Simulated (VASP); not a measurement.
# Li3HSe (Pm-3m) in VASP: further runs

The runs below take Li3HSe through single point, with r2SCAN.

Everything below comes from runs of VASP 6.6.1. Logs are shortened: lines on timing, memory, paths and dates and some standing lists are left out, and cuts for length are marked.

## 1. The cell of the first run

Symmetry: Pm-3m, No. 221, cubic system. Conventional cell: a = 3.973 Å, b = 3.973 Å, c = 3.973 Å, α = 90.00°, β = 90.00°, γ = 90.00°. Within 2.6 Å of Li (site symmetry 4/mmm) lie 2 H at 1.99 Å. H (site symmetry m-3m) has 6 Li at 1.99 Å within 2.6 Å. Within 3.7 Å of Se (site symmetry m-3m) lie 12 Li at 2.81 Å and 8 H at 3.44 Å.

## 2. Single point, r2SCAN (12.54 Å³/atom)

POSCAR

```
Li3HSe
1.0
    3.9730775850      0.0000000000      0.0000000000
    0.0000000000      3.9730775850      0.0000000000
    0.0000000000      0.0000000000      3.9730775850
Li H Se
3 1 1
Direct
    0.0000000000      0.5000000000      0.5000000000
    0.5000000000      0.0000000000      0.5000000000
    0.5000000000      0.5000000000      0.0000000000
    0.5000000000      0.5000000000      0.5000000000
    0.0000000000      0.0000000000      0.0000000000
```

INCAR.step1

```
PREC = Accurate
ENCUT = 520
ISMEAR = 0
SIGMA = 0.01
LREAL = False
LASPH = True
NELM = 100
NBANDS = 16
GGA = PE
ALGO = Normal
EDIFF = 1E-4
LWAVE = True
LCHARG = False
```

INCAR.step2

```
PREC = Accurate
ENCUT = 520
EDIFF = 1E-7
ISMEAR = 0
SIGMA = 0.01
LREAL = False
LASPH = True
NELM = 100
ALGO = Normal
ISIF = 2
LWAVE = False
LCHARG = False
METAGGA = R2SCAN
LMIXTAU = True
NBANDS = 16
ISTART = 1
```

KPOINTS

```
Automatic mesh
0
Gamma
  6 6 6
```

Potentials or basis: VASP PAW PBE potentials, release 64 (Li_sv, H, Se).

The run is started by

```
$ cat potpaw_PBE.64/Li_sv/POTCAR potpaw_PBE.64/H/POTCAR potpaw_PBE.64/Se/POTCAR > POTCAR
$ cp INCAR.step1 INCAR
$ mpirun -np 1 vasp_std > vasp.out
$ cp INCAR.step2 INCAR
$ mpirun -np 1 vasp_std > vasp.out
```

OUTCAR:

```text
PREC = Accurate
   ENCUT = 520
   EDIFF = 1E-7
   ISMEAR = 0
   LREAL = False
   LASPH = True
   NELM = 100
   ISIF = 2
   METAGGA = R2SCAN
   ISTART = 1

 ion  position               nearest neighbor table
   1  0.000  0.500  0.500-
   2  0.500  0.000  0.500-
   3  0.500  0.500  0.000-
   4  0.500  0.500  0.500-
   5  0.000  0.000  0.000-

  LATTYP: Found a simple cubic cell.
 ALAT       =     3.9730775850

  Lattice vectors:

 A1 = (   3.9730775850,   0.0000000000,   0.0000000000)
 A2 = (   0.0000000000,   3.9730775850,   0.0000000000)
 A3 = (   0.0000000000,   0.0000000000,   3.9730775850)

Analysis of symmetry for initial positions (statically):
=====================================================================
 Subroutine PRICEL returns:
 Original cell was already a primitive cell.

 Routine SETGRP: Setting up the symmetry group for a
 simple cubic supercell.

 Subroutine GETGRP returns: Found 48 space group operations
 (whereof 48 operations were pure point group operations)
 out of a pool of 48 trial point group operations.

The static configuration has the point symmetry O_h .

Analysis of symmetry for dynamics (positions and initial velocities):
=====================================================================
 Subroutine PRICEL returns:
 Original cell was already a primitive cell.

 Routine SETGRP: Setting up the symmetry group for a
 simple cubic supercell.

 Subroutine GETGRP returns: Found 48 space group operations
 (whereof 48 operations were pure point group operations)
 out of a pool of 48 trial point group operations.

The dynamic configuration has the point symmetry O_h .

 Subroutine INISYM returns: Found 48 space group operations
 (whereof 48 operations are pure point group operations),
 and found     1 'primitive' translations

----------------------------------------------------------------------------------------

                                     Primitive cell

  volume of cell :      62.7164

  direct lattice vectors                    reciprocal lattice vectors
     3.973077585  0.000000000  0.000000000     0.251694053  0.000000000  0.000000000
     0.000000000  3.973077585  0.000000000     0.000000000  0.251694053  0.000000000
     0.000000000  0.000000000  3.973077585     0.000000000  0.000000000  0.251694053

  length of vectors
     3.973077585  3.973077585  3.973077585     0.251694053  0.251694053  0.251694053

  position of ions in fractional coordinates (direct lattice)
     0.000000000  0.500000000  0.500000000
     0.500000000  0.000000000  0.500000000
     0.500000000  0.500000000  0.000000000
     0.500000000  0.500000000  0.500000000
     0.000000000  0.000000000  0.000000000

  ion indices of the primitive-cell ions
   primitive index   ion index
                 1           1
                 2           2
                 3           3
                 4           4
                 5           5

----------------------------------------------------------------------------------------

 KPOINTS: Automatic mesh

Automatic generation of k-mesh.
 Grid dimensions read from file:
 generate k-points for:    6    6    6

 Generating k-lattice:

  Cartesian coordinates                     Fractional coordinates (reciprocal lattice)
     0.041949009  0.000000000  0.000000000     0.166666667  0.000000000  0.000000000
     0.000000000  0.041949009  0.000000000     0.000000000  0.166666667  0.000000000
     0.000000000  0.000000000  0.041949009     0.000000000  0.000000000  0.166666667

  Length of vectors
     0.041949009  0.041949009  0.041949009

  Shift w.r.t. Gamma in fractional coordinates (k-lattice)
     0.000000000  0.000000000  0.000000000

 Subroutine IBZKPT returns following result:
 ===========================================

 Found     20 irreducible k-points:

 Following reciprocal coordinates:
            Coordinates               Weight
  0.000000  0.000000  0.000000      1.000000
  0.166667  0.000000  0.000000      6.000000
  0.333333  0.000000  0.000000      6.000000
  0.500000  0.000000  0.000000      3.000000
  0.166667  0.166667  0.000000     12.000000
  0.333333  0.166667  0.000000     24.000000
[... 12 lines left out ...]
  0.500000  0.500000  0.333333      6.000000
  0.500000  0.500000  0.500000      1.000000
   k-points           NKPTS =     20   k-points in BZ     NKDIM =     20   number of bands    NBANDS=     16
   number of dos      NEDOS =    301   number of ions     NIONS =      5
   total plane-waves  NPLWV =  27000
   dimension x,y,z NGX =    30 NGY =   30 NGZ =   30
   dimension x,y,z NGXF=    60 NGYF=   60 NGZF=   60
   ions per type =               3   1   1
   NGX,Y,Z   is equivalent  to a cutoff of  12.55, 12.55, 12.55 a.u.
   NGXF,Y,Z  is equivalent  to a cutoff of  25.11, 25.11, 25.11 a.u.
 SYSTEM =  unknown system
   PREC   = accura    normal or accurate (medium, high low for compatibility)
   ISTART =      1    job   : 0-new  1-cont  2-samecut
   ICHARG =      0    charge: 1-file 2-atom 10-const
   ISPIN  =      1    spin polarized calculation?
   LNONCOLLINEAR =      F non collinear calculations
   LSORBIT =      F    spin-orbit coupling
   LASPH  =      T    aspherical Exc in radial PAW
   ENCUT  =  520.0 eV  38.22 Ry    6.18 a.u.   7.39  7.39  7.39*2*pi/ulx,y,z
   NELM   =    100;   NELMIN=  2; NELMDL=  0     # of ELM steps
   EDIFF  = 0.1E-06   stopping-criterion for ELM
   LREAL  =      F    real-space projection
   EDIFFG = 0.1E-05   stopping-criterion for IOM
   NSW    =      0    number of steps for IOM
   IBRION =     -1    ionic relax: 0-MD 1-quasi-New 2-CG
   NFREE  =      0    steps in history (QN), initial steepest desc. (CG)
   ISIF   =      2    stress and relaxation
   ISYM   =      2    0-nonsym 1-usesym 2-fastsym
   POTIM  = 0.5000    time-step for ionic-motion
   TEBEG  =    0.0;   TEEND  =   0.0 temperature during run
   PSTRESS=    0.0 pullay stress
   NELECT =      16.0000    total number of electrons
   NUPDOWN=      -1.0000    fix difference up-down
   EMIN   =  10.00;   EMAX   =-10.00  energy-range for DOS
   EFERMI =   0.00;   METHOD = LEGACY
   ISMEAR =     0;   SIGMA  =   0.01  broadening in eV -4-tet -1-fermi 0-gaus
   EFERMI_NEDOS =   21; number of points for ismear=-14 and -15
   IALGO  =     38    algorithm
   IMIX   =      4    mixing-type and parameters
     AMIX     =   0.40;   BMIX     =  1.00
     AMIX_MAG =   1.60;   BMIX_MAG =  1.00
  volume/ion in A,a.u.               =      12.54        84.65
  Fermi-wavevector in a.u.,A,eV,Ry     =   1.038296  1.962095 14.667873  1.078058
  Thomas-Fermi vector in A             =   2.172773
   LORBIT       =      0    0 simple, 1 ext, 2 COOP (PROOUT), +10 PAW based schemes
   METAGGA = R2SCAN    functional components
   LHFCALC =     F    Hartree Fock is set to
   AEXX    =    0.0000 exact exchange contribution
   IVDW    =     0    specifies the selected vdW correction
   LEPSILON=     F    determine dielectric tensor
   LRPA    =     F    only Hartree local field effects (RPA)
 non-spin polarized calculation
 Gauss-broadening in eV      SIGMA  =   0.01
  energy-cutoff  :      520.00
  volume of cell :       62.72
 maximum number of plane-waves:      1743
 NGX is ok and might be reduce to    30
   NGX = 15   NGY = 15   NGZ = 15

 number of electron      15.9999963 magnetization

 Free energy of the ion-electron system (eV)
  ---------------------------------------------------
  ext. energy  EPLUGINS =         0.00000000
  ---------------------------------------------------
  free energy    TOTEN  =       -30.07807900 eV

  energy without entropy =      -30.07807900  energy(sigma->0) =      -30.07807900

 E-fermi :   1.8114     XC(G=0):  -9.2614

 val. band max:        1.7196654336   @ k =   0.5000   0.5000   0.0000
 cond. band min:       5.9126846603   @ k =   0.5000   0.0000   0.0000
 fundamental gap:      4.1930192267
 Fermi energy:         1.8114364090

 k-point     1 :       0.0000    0.0000    0.0000
  band No.  band energies     occupation
      1     -45.0361      2.00000
      2     -44.9909      2.00000
      3     -44.9909      2.00000
      4     -10.4402      2.00000
      5      -1.0850      2.00000
      6       0.5599      2.00000
[... 8 lines left out ...]
     15      13.8582      0.00000
     16      13.8582      0.00000

 k-point     2 :       0.1667    0.0000    0.0000
  band No.  band energies     occupation
      1     -45.0334      2.00000
      2     -44.9934      2.00000
      3     -44.9907      2.00000
      4     -10.3746      2.00000
      5      -1.6513      2.00000
      6       0.7016      2.00000
[... 8 lines left out ...]
     15      12.5294      0.00000
     16      12.5294      0.00000

 k-point     3 :       0.3333    0.0000    0.0000
  band No.  band energies     occupation
      1     -45.0263      2.00000
      2     -45.0001      2.00000
      3     -44.9906      2.00000
      4     -10.2348      2.00000
      5      -2.5084      2.00000
      6       0.9975      2.00000
[... 8 lines left out ...]
     15      12.7187      0.00000
     16      14.0486      0.00000

 k-point     4 :       0.5000    0.0000    0.0000
  band No.  band energies     occupation
      1     -45.0208      2.00000
      2     -45.0055      2.00000
      3     -44.9904      2.00000
      4     -10.1599      2.00000
      5      -2.8724      2.00000
      6       1.0848      2.00000
[... 8 lines left out ...]
     15      15.0784      0.00000
     16      15.1363      0.00000

 k-point     5 :       0.1667    0.1667    0.0000
  band No.  band energies     occupation
      1     -45.0308      2.00000
      2     -44.9944      2.00000
      3     -44.9921      2.00000
      4     -10.3083      2.00000
      5      -1.8361      2.00000
      6       0.0014      2.00000
[... 8 lines left out ...]
     15      11.2150      0.00000
     16      13.5176      0.00000

 k-point     6 :       0.3333    0.1667    0.0000
  band No.  band energies     occupation
      1     -45.0241      2.00000
      2     -45.0002      2.00000
      3     -44.9924      2.00000
      4     -10.1670      2.00000
      5      -2.4095      2.00000
      6      -0.0235      2.00000
[... 8 lines left out ...]
     15      12.3138      0.00000
     16      14.3939      0.00000
[... 191 lines left out ...]
 k-point    17 :       0.3333    0.3333    0.3333
  band No.  band energies     occupation
      1     -45.0127      2.00000
      2     -45.0014      2.00000
      3     -45.0014      2.00000
      4      -9.7910      2.00000
      5      -2.0093      2.00000
      6      -0.6560      2.00000
[... 8 lines left out ...]
     15      13.8773      0.00000
     16      15.3947      0.00000

 k-point    18 :       0.5000    0.3333    0.3333
  band No.  band energies     occupation
      1     -45.0089      2.00000
      2     -45.0051      2.00000
      3     -45.0013      2.00000
      4      -9.7063      2.00000
      5      -1.9785      2.00000
      6      -0.8413      2.00000
[... 8 lines left out ...]
     15      14.7088      0.00000
     16      16.4067      0.00000

 k-point    19 :       0.5000    0.5000    0.3333
  band No.  band energies     occupation
      1     -45.0050      2.00000
      2     -45.0050      2.00000
      3     -45.0050      2.00000
      4      -9.6186      2.00000
      5      -1.8009      2.00000
      6      -1.0476      2.00000
[... 8 lines left out ...]
     15      14.4652      0.00000
     16      17.4171      0.00000

 k-point    20 :       0.5000    0.5000    0.5000
  band No.  band energies     occupation
      1     -45.0048      2.00000
      2     -45.0048      2.00000
      3     -45.0048      2.00000
      4      -9.5269      2.00000
      5      -1.8005      2.00000
      6      -0.9963      2.00000
[... 8 lines left out ...]
     15      15.9782      0.00000
     16      18.3356      0.00000

------------------------ aborting loop because EDIFF is reached ----------------------------------------

  FORCE on cell =-STRESS in cart. coord.  units (eV):
  Direction    XX          YY          ZZ          XY          YZ          ZX
  --------------------------------------------------------------------------------------
  -------------------------------------------------------------------------------------
  Total       -0.6299498     -0.6299498     -0.6299498     -0.0000000     -0.0000000      0.0000000
  in kB      -16.0929393    -16.0929393    -16.0929393     -0.0000000     -0.0000000      0.0000000
  external PRESSURE =     -16.0929393 kB  Pullay stress =       0.0000000 kB

 VOLUME and BASIS-vectors are now :
 -----------------------------------------------------------------------------
  energy-cutoff  :      520.00
  volume of cell :       62.72
      direct lattice vectors                 reciprocal lattice vectors
     3.973077585  0.000000000  0.000000000     0.251694053  0.000000000  0.000000000
     0.000000000  3.973077585  0.000000000     0.000000000  0.251694053  0.000000000
     0.000000000  0.000000000  3.973077585     0.000000000  0.000000000  0.251694053

 POSITION                                       TOTAL-FORCE (eV/Angst)
 -----------------------------------------------------------------------------------
      0.00000      1.98654      1.98654         0.000000      0.000000      0.000000
      1.98654      0.00000      1.98654         0.000000      0.000000      0.000000
      1.98654      1.98654      0.00000         0.000000      0.000000      0.000000
      1.98654      1.98654      1.98654         0.000000      0.000000      0.000000
      0.00000      0.00000      0.00000         0.000000      0.000000      0.000000
 -----------------------------------------------------------------------------------
    total drift:                                0.000000      0.000000     -0.000000

  FREE ENERGIE OF THE ION-ELECTRON SYSTEM (eV)
  ---------------------------------------------------
  free  energy   TOTEN  =       -30.0780790005 eV

  energy  without entropy=      -30.0780790005  energy(sigma->0) =      -30.07807900
```

It took 100 s on 1 thread of AMD EPYC 7R13 (Zen 3), shared host; peak memory 0.15 GiB.

What came out:

```
Free energy            : -30.0781 eV
Band gap on the k mesh : 4.19 eV (least direct gap 4.69 eV)
```

Levels at points of the mesh, in eV from the valence-band top:
```
           k point  band 4  band 5  band 6  band 7  band 8  band 9  band 10  band 11  band 12  band 13
(0.00, 0.00, 0.00)  -12.16   -2.80   -1.16   -1.16   -1.16    6.43     6.43     7.54     7.54     7.54
(0.50, 0.00, 0.00)  -11.88   -4.59   -0.63   -0.50   -0.50    4.19     5.05     5.05     5.86    11.52
(0.50, 0.50, 0.00)  -11.59   -3.52   -2.91   -2.91    0.00    5.03     7.36     7.36     7.55     8.21
(0.50, 0.50, 0.50)  -11.25   -3.52   -2.72   -2.72   -2.72    4.88     4.88     4.88    11.36    11.36
```

Caveat: the cutoff is under 1.25 times the usual one of these potentials, so pressure, stress and relaxed cells hold a basis-set (Pulay) error; the PAW data sets were made with another functional, which shifts forces and pressure a little.

## 3. Single point, r2SCAN (12.91 Å³/atom)

This run uses another cell than the first one, of 12.91 Å³/atom.

Edit POSCAR of step 2 so:

```diff
@@ -2,5 +2,5 @@
 1.0
-    3.9730775850      0.0000000000      0.0000000000
-    0.0000000000      3.9730775850      0.0000000000
-    0.0000000000      0.0000000000      3.9730775850
+    4.0112825978      0.0000000000      0.0000000000
+    0.0000000000      4.0112825978      0.0000000000
+    0.0000000000      0.0000000000      4.0112825978
 Li H Se
```

INCAR.step1

```
SYSTEM = Li3HSe
PREC = Accurate ; ENCUT = 520
ISMEAR = 0 ; SIGMA = 0.01
LREAL = .False. ; LASPH = .True.
NELM = 60 ; NBANDS = 16
GGA = PE ; ALGO = Normal
EDIFF = 1E-4 ; LWAVE = .True.
LCHARG = .False.
```

INCAR.step2

```
SYSTEM = Li3HSe
PREC = Accurate ; ENCUT = 520
EDIFF = 1E-7 ; ISMEAR = 0
SIGMA = 0.01 ; LREAL = .False.
LASPH = .True. ; NELM = 60
ALGO = Normal ; ISIF = 2
LWAVE = .False. ; LCHARG = .False.
METAGGA = R2SCAN ; LMIXTAU = .True.
NBANDS = 16 ; ISTART = 1
```

KPOINTS

```
regular mesh
0
Gamma
  6 6 6
  0 0 0
```

Potentials or basis: VASP PAW PBE potentials, release 64 (Li_sv, H, Se).

The run is started by

```
$ cat potpaw_PBE.64/Li_sv/POTCAR potpaw_PBE.64/H/POTCAR potpaw_PBE.64/Se/POTCAR > POTCAR
$ cp INCAR.step1 INCAR
$ mpirun -np 1 vasp_std > vasp.out
$ cp INCAR.step2 INCAR
$ mpirun -np 1 vasp_std > vasp.out
```

Wall time 1.8 min (1 thread of AMD EPYC 7R13 (Zen 3), shared host); peak memory 0.15 GiB.

It converged, with:

```yaml
Free_energy: -30.0567 eV
Band_gap_on_the_k_mesh: 4.07 eV (least direct gap 4.54 eV)
```

Levels at points of the mesh, in eV from the valence-band top:
```
           k point  band 4  band 5  band 6  band 7  band 8  band 9  band 10  band 11  band 12  band 13
(0.00, 0.00, 0.00)  -12.07   -2.80   -1.11   -1.11   -1.11    6.40     6.40     7.42     7.42     7.42
(0.50, 0.00, 0.00)  -11.80   -4.49   -0.62   -0.47   -0.47    4.07     5.04     5.04     5.87    11.34
(0.50, 0.50, 0.00)  -11.53   -3.45   -2.81   -2.81    0.00    4.97     7.32     7.32     7.48     8.09
(0.50, 0.50, 0.50)  -11.21   -3.45   -2.61   -2.61   -2.61    4.82     4.82     4.82    11.10    11.10
```

Caveat: the cutoff is under 1.25 times the usual one of these potentials, so pressure, stress and relaxed cells hold a basis-set (Pulay) error; the PAW data sets were made with another functional, which shifts forces and pressure a little. A k mesh can miss the band edges.
